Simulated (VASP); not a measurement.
# LaH3 (I4/mmm) in VASP: a series of runs

LaH3 is run at these levels: r2SCAN; tasks: relaxation of shape and atoms at fixed volume.

Program: VASP 6.6.1. These are calculated values, not measurements. Logs are shortened: lines on timing, memory, paths and dates and some standing lists are left out, and cuts for length are marked.

### Step 1. The cell of the first run

It takes space group I4/mmm (No. 139, tetragonal). The conventional cell has a = 3.866 Å, b = 3.866 Å, c = 5.556 Å, α = 90.00°, β = 90.00°, γ = 90.00°. Within 3.1 Å of H (site symmetry -4m2) lie 10 H at 2.38 to 2.78 Å and 4 La at 2.38 Å. H (site symmetry 4/mmm) has 8 H at 2.38 Å and 6 La at 2.73 to 2.78 Å within 3.1 Å. Within 3.1 Å of La (site symmetry 4/mmm) lie 14 H at 2.38 to 2.78 Å.

### Step 2. Relaxation of shape and atoms at fixed volume, r2SCAN (10.38 Å³/atom)

POSCAR

```
LaH3
1.0
   -1.9328364822      1.9328364822      2.7778476406
    1.9328364822     -1.9328364822      2.7778476406
    1.9328364822      1.9328364822     -2.7778476406
H La
3 1
Direct
    0.7500000000      0.2500000000      0.5000000000
    0.2500000000      0.7500000000      0.5000000000
    0.5000000000      0.5000000000      0.0000000000
    0.0000000000      0.0000000000      0.0000000000
```

INCAR.step1

```
PREC = Accurate ; ENCUT = 600
ISMEAR = 0 ; SIGMA = 0.05
LREAL = False ; LASPH = True
NELM = 60 ; GGA = PE
ALGO = Normal ; EDIFF = 1E-4
LWAVE = True ; LCHARG = False
```

INCAR.step2

```
PREC = Accurate ; ENCUT = 600
EDIFF = 1E-6 ; ISMEAR = 0
SIGMA = 0.05 ; LREAL = False
LASPH = True ; NELM = 60
ALGO = Normal ; ISIF = 4
LWAVE = False ; LCHARG = False
METAGGA = R2SCAN ; LMIXTAU = True
IBRION = 2 ; NSW = 60
EDIFFG = -0.01 ; ISTART = 1
```

KPOINTS

```
Automatic mesh
0
Gamma
  8 8 8
```

Potentials or basis: VASP PAW PBE potentials, release 64 (H, La).

Run with:

```bash
$ cat potpaw_PBE.64/H/POTCAR potpaw_PBE.64/La/POTCAR > POTCAR
$ cp INCAR.step1 INCAR
$ mpirun -np 1 vasp_std > vasp.out
$ cp INCAR.step2 INCAR
$ mpirun -np 1 vasp_std > vasp.out
```

OUTCAR:

```text
PREC = Accurate
   ENCUT = 600
   EDIFF = 1E-6
   ISMEAR = 0
   LREAL = False
   LASPH = True
   NELM = 60
   ISIF = 4
   METAGGA = R2SCAN
   IBRION = 2
   NSW = 60
   EDIFFG = -0.01
   ISTART = 1

 ion  position               nearest neighbor table
   1  0.750  0.250  0.500-
   2  0.250  0.750  0.500-
   3  0.500  0.500  0.000-
   4  0.000  0.000  0.000-

  LATTYP: Found a body centered tetragonal cell.
 ALAT       =     3.8656729644
 C/A-ratio  =     1.4371870907

  Lattice vectors:

 A1 = (  -1.9328364822,   1.9328364822,   2.7778476406)
 A2 = (   1.9328364822,  -1.9328364822,   2.7778476406)
 A3 = (   1.9328364822,   1.9328364822,  -2.7778476406)

Analysis of symmetry for initial positions (statically):
=====================================================================
 Subroutine PRICEL returns:
 Original cell was already a primitive cell.

 Routine SETGRP: Setting up the symmetry group for a
 body centered tetragonal supercell.

 Subroutine GETGRP returns: Found 16 space group operations
 (whereof 16 operations were pure point group operations)
 out of a pool of 16 trial point group operations.

The static configuration has the point symmetry D_4h.

Analysis of symmetry for dynamics (positions and initial velocities):
=====================================================================
 Subroutine PRICEL returns:
 Original cell was already a primitive cell.

 Routine SETGRP: Setting up the symmetry group for a
 body centered tetragonal supercell.

 Subroutine GETGRP returns: Found 16 space group operations
 (whereof 16 operations were pure point group operations)
 out of a pool of 16 trial point group operations.

The dynamic configuration has the point symmetry D_4h.

 Subroutine INISYM returns: Found 16 space group operations
 (whereof 16 operations are pure point group operations),
 and found     1 'primitive' translations

----------------------------------------------------------------------------------------

                                     Primitive cell

  volume of cell :      41.5106

  direct lattice vectors                    reciprocal lattice vectors
    -1.932836482  1.932836482  2.777847641     0.000000000  0.258687170  0.179995473
     1.932836482 -1.932836482  2.777847641     0.258687170  0.000000000  0.179995473
     1.932836482  1.932836482 -2.777847641     0.258687170  0.258687170  0.000000000

  length of vectors
     3.897197871  3.897197871  3.897197871     0.315146668  0.315146668  0.365838904

  position of ions in fractional coordinates (direct lattice)
     0.750000000  0.250000000  0.500000000
     0.250000000  0.750000000  0.500000000
     0.500000000  0.500000000  0.000000000
     0.000000000  0.000000000  0.000000000

  ion indices of the primitive-cell ions
   primitive index   ion index
                 1           1
                 2           2
                 3           3
                 4           4

----------------------------------------------------------------------------------------

 KPOINTS: Automatic mesh

Automatic generation of k-mesh.
 Grid dimensions read from file:
 generate k-points for:    8    8    8

 Generating k-lattice:

  Cartesian coordinates                     Fractional coordinates (reciprocal lattice)
     0.000000000  0.032335896  0.022499434     0.125000000 -0.000000000  0.000000000
     0.032335896  0.000000000  0.022499434    -0.000000000  0.125000000  0.000000000
     0.032335896  0.032335896  0.000000000     0.000000000  0.000000000  0.125000000

  Length of vectors
     0.039393333  0.039393333  0.045729863

  Shift w.r.t. Gamma in fractional coordinates (k-lattice)
     0.000000000  0.000000000  0.000000000

 Subroutine IBZKPT returns following result:
 ===========================================

 Found     59 irreducible k-points:

 Following reciprocal coordinates:
            Coordinates               Weight
  0.000000  0.000000  0.000000      1.000000
  0.125000  0.000000 -0.000000      8.000000
  0.250000  0.000000 -0.000000      8.000000
  0.375000  0.000000 -0.000000      8.000000
  0.500000  0.000000 -0.000000      4.000000
  0.125000  0.125000 -0.000000      8.000000
[... 16 lines left out ...]
  0.250000  0.125000  0.125000     16.000000
  0.375000  0.125000  0.125000      8.000000
 [... further k-points ...]
   k-points           NKPTS =     59   k-points in BZ     NKDIM =     59   number of bands    NBANDS=     11
   number of dos      NEDOS =    301   number of ions     NIONS =      4
   total plane-waves  NPLWV =  32768
   dimension x,y,z NGX =    32 NGY =   32 NGZ =   32
   dimension x,y,z NGXF=    64 NGYF=   64 NGZF=   64
   ions per type =               3   1
   NGX,Y,Z   is equivalent  to a cutoff of  13.65, 13.65, 13.65 a.u.
   NGXF,Y,Z  is equivalent  to a cutoff of  27.30, 27.30, 27.30 a.u.
 SYSTEM =  unknown system
   PREC   = accura    normal or accurate (medium, high low for compatibility)
   ISTART =      1    job   : 0-new  1-cont  2-samecut
   ICHARG =      0    charge: 1-file 2-atom 10-const
   ISPIN  =      1    spin polarized calculation?
   LNONCOLLINEAR =      F non collinear calculations
   LSORBIT =      F    spin-orbit coupling
   LASPH  =      T    aspherical Exc in radial PAW
   ENCUT  =  600.0 eV  44.10 Ry    6.64 a.u.   7.78  7.78  7.78*2*pi/ulx,y,z
   NELM   =     60;   NELMIN=  2; NELMDL=  0     # of ELM steps
   EDIFF  = 0.1E-05   stopping-criterion for ELM
   LREAL  =      F    real-space projection
   EDIFFG = -.1E-01   stopping-criterion for IOM
   NSW    =     60    number of steps for IOM
   IBRION =      2    ionic relax: 0-MD 1-quasi-New 2-CG
   NFREE  =      1    steps in history (QN), initial steepest desc. (CG)
   ISIF   =      4    stress and relaxation
   ISYM   =      2    0-nonsym 1-usesym 2-fastsym
   POTIM  = 0.5000    time-step for ionic-motion
   TEBEG  =    0.0;   TEEND  =   0.0 temperature during run
   PSTRESS=    0.0 pullay stress
   NELECT =      14.0000    total number of electrons
   NUPDOWN=      -1.0000    fix difference up-down
   EMIN   =  10.00;   EMAX   =-10.00  energy-range for DOS
   EFERMI =   0.00;   METHOD = LEGACY
   ISMEAR =     0;   SIGMA  =   0.05  broadening in eV -4-tet -1-fermi 0-gaus
   EFERMI_NEDOS =   21; number of points for ismear=-14 and -15
   IALGO  =     38    algorithm
   IMIX   =      4    mixing-type and parameters
     AMIX     =   0.40;   BMIX     =  1.00
     AMIX_MAG =   1.60;   BMIX_MAG =  1.00
  volume/ion in A,a.u.               =      10.38        70.03
  Fermi-wavevector in a.u.,A,eV,Ry     =   1.139545  2.153427 17.668005  1.298562
  Thomas-Fermi vector in A             =   2.276248
   LORBIT       =      0    0 simple, 1 ext, 2 COOP (PROOUT), +10 PAW based schemes
   METAGGA = R2SCAN    functional components
   LHFCALC =     F    Hartree Fock is set to
   AEXX    =    0.0000 exact exchange contribution
   IVDW    =     0    specifies the selected vdW correction
   LEPSILON=     F    determine dielectric tensor
   LRPA    =     F    only Hartree local field effects (RPA)
 conjugate gradient relaxation of ions
 non-spin polarized calculation
 Gauss-broadening in eV      SIGMA  =   0.05
  energy-cutoff  :      600.00
  volume of cell :       41.51
 maximum number of plane-waves:      1403
   NGX = 15   NGY = 15   NGZ = 15

 number of electron      14.0000000 magnetization

 Free energy of the ion-electron system (eV)
  ---------------------------------------------------
  ext. energy  EPLUGINS =         0.00000000
  ---------------------------------------------------
  free energy    TOTEN  =       -42.83329730 eV

  energy without entropy =      -42.83311637  energy(sigma->0) =      -42.83320684

 E-fermi :   8.4754     XC(G=0): -10.6964

 val. band max:        7.7275158895   @ k =   0.1250   0.0000  -0.0000
 cond. band min:       8.4833554387   @ k =   0.0000   0.0000   0.0000
 fundamental gap:      0.7558395492
 Fermi energy:         8.4754282810

 k-point     1 :       0.0000    0.0000    0.0000
  band No.  band energies     occupation
      1     -26.3366      2.00000
      2      -9.0761      2.00000
      3      -9.0691      2.00000
      4      -9.0691      2.00000
      5      -0.2742      2.00000
      6       4.7774      2.00000
      7       8.4834      0.82259
      8       8.6614      0.00000
      9       8.7749      0.00000
     10       8.7749      0.00000
     11       9.8292      0.00000

 k-point     2 :       0.1250    0.0000   -0.0000
  band No.  band energies     occupation
      1     -26.3141      2.00000
      2      -9.2965      2.00000
      3      -9.0963      2.00000
      4      -9.0882      2.00000
      5       0.1372      2.00000
      6       4.2870      2.00000
      7       7.7275      2.00000
      8       8.8113      0.00000
      9       8.8969      0.00000
     10       9.4318      0.00000
     11       9.8023      0.00000

 k-point     3 :       0.2500    0.0000   -0.0000
  band No.  band energies     occupation
      1     -26.2592      2.00000
      2      -9.7888      2.00000
      3      -9.1499      2.00000
      4      -9.1335      2.00000
      5       1.0507      2.00000
      6       3.6475      2.00000
      7       6.6442      2.00000
      8       8.8547      0.00000
      9       8.9728      0.00000
     10       9.8128      0.00000
     11       9.8311      0.00000

 k-point     4 :       0.3750    0.0000   -0.0000
  band No.  band energies     occupation
      1     -26.2033      2.00000
      2     -10.2278      2.00000
      3      -9.2025      2.00000
      4      -9.1781      2.00000
      5       1.6450      2.00000
      6       3.6619      2.00000
      7       5.9398      2.00000
      8       8.6319      0.00001
      9       8.7722      0.00000
     10       9.9341      0.00000
     11       9.9407      0.00000

 k-point     5 :       0.5000    0.0000   -0.0000
  band No.  band energies     occupation
      1     -26.1798      2.00000
      2     -10.3978      2.00000
      3      -9.2240      2.00000
      4      -9.1963      2.00000
      5       1.7196      2.00000
      6       3.8945      2.00000
      7       5.7549      2.00000
      8       8.5125      0.29433
      9       8.6562      0.00000
     10       9.9789      0.00000
     11       9.9833      0.00000
[... 211 lines left out ...]
 k-point    21 :       0.5000    0.5000   -0.0000
  band No.  band energies     occupation
      1     -26.1264      2.00000
      2     -10.3271      2.00000
      3      -9.4837      2.00000
      4      -9.4555      2.00000
      5       2.0366      2.00000
      6       2.3853      2.00000
      7       4.9118      2.00000
      8       9.9482      0.00000
      9       9.9832      0.00000
     10      10.1023      0.00000
     11      10.3162      0.00000

 k-point    22 :       0.1250    0.1250    0.1250
  band No.  band energies     occupation
      1     -26.2172      2.00000
      2      -9.8998      2.00000
      3      -9.3813      2.00000
      4      -9.2156      2.00000
      5       1.8156      2.00000
      6       3.1554      2.00000
      7       5.3303      2.00000
      8       9.3979      0.00000
      9       9.4927      0.00000
     10       9.9910      0.00000
     11      10.0531      0.00000

 k-point    23 :       0.2500    0.1250    0.1250
  band No.  band energies     occupation
      1     -26.1719      2.00000
      2     -10.1198      2.00000
      3      -9.5319      2.00000
      4      -9.2794      2.00000
      5       2.4411      2.00000
      6       3.2512      2.00000
      7       4.4618      2.00000
      8       9.2439      0.00000
      9       9.7711      0.00000
     10       9.9762      0.00000
     11      10.0951      0.00000

 k-point    24 :       0.3750    0.1250    0.1250
  band No.  band energies     occupation
      1     -26.1530      2.00000
      2     -10.2110      2.00000
      3      -9.5824      2.00000
      4      -9.3138      2.00000
      5       2.5467      2.00000
      6       3.4685      2.00000
      7       4.2323      2.00000
      8       9.1388      0.00000
      9       9.8006      0.00000
     10       9.9867      0.00000
     11      10.0684      0.00000

 [... further k-points ...]

------------------------ aborting loop because EDIFF is reached ----------------------------------------

  FORCE on cell =-STRESS in cart. coord.  units (eV):
  Direction    XX          YY          ZZ          XY          YZ          ZX
  --------------------------------------------------------------------------------------
  -------------------------------------------------------------------------------------
  Total        0.8684304      0.8684304      0.8355545      0.0000000      0.0000000      0.0000000
  in kB       33.5186855     33.5186855     32.2497763      0.0000000      0.0000000      0.0000000
  external PRESSURE =      33.0957158 kB  Pullay stress =       0.0000000 kB

 VOLUME and BASIS-vectors are now :
 -----------------------------------------------------------------------------
  energy-cutoff  :      600.00
  volume of cell :       41.51
      direct lattice vectors                 reciprocal lattice vectors
    -1.932836482  1.932836482  2.777847641     0.000000000  0.258687170  0.179995473
     1.932836482 -1.932836482  2.777847641     0.258687170  0.000000000  0.179995473
     1.932836482  1.932836482 -2.777847641     0.258687170  0.258687170  0.000000000

 POSITION                                       TOTAL-FORCE (eV/Angst)
 -----------------------------------------------------------------------------------
      0.00000      1.93284      1.38892         0.000000      0.000000     -0.000000
      1.93284      0.00000      1.38892        -0.000000     -0.000000      0.000000
      0.00000      0.00000      2.77785         0.000000      0.000000     -0.000000
      0.00000      0.00000      0.00000         0.000000      0.000000     -0.000000
 -----------------------------------------------------------------------------------
    total drift:                               -0.000000      0.000000     -0.000000

  FREE ENERGIE OF THE ION-ELECTRON SYSTEM (eV)
  ---------------------------------------------------
  free  energy   TOTEN  =       -42.8332972999 eV

  energy  without entropy=      -42.8331163745  energy(sigma->0) =      -42.83320684

 reached required accuracy - stopping structural energy minimisation
```

Run time: 5.5 min. Hardware: 1 thread of Oxide Virtual Turin-like, shared host; peak memory 0.19 GiB.

Results:

| Quantity | Value |
| --- | --- |
| Free energy | -42.8333 eV |
| Pressure after relaxing | 3.3 GPa |

Final structure:
```cif
data_structure
_symmetry_space_group_name_H-M 'P 1'
_symmetry_Int_Tables_number 1
_cell_length_a 3.8972
_cell_length_b 3.8972
_cell_length_c 3.8972
_cell_angle_alpha 120.534
_cell_angle_beta 120.534
_cell_angle_gamma 89.077
_cell_volume 41.51
loop_
_atom_site_label
_atom_site_type_symbol
_atom_site_fract_x
_atom_site_fract_y
_atom_site_fract_z
_atom_site_occupancy
H1 H 0.75000 0.25000 0.50000 1
H2 H 0.25000 0.75000 0.50000 1
H3 H 0.50000 0.50000 0.00000 1
La1 La 0.00000 0.00000 0.00000 1
```

Caveat: the relaxation stopped at its first step, so nothing moved; the PAW data sets were made with another functional, which shifts forces and pressure a little; spin-orbit coupling is left out, which moves the levels of the heavy elements.

(Continued in part 2 of 2.)
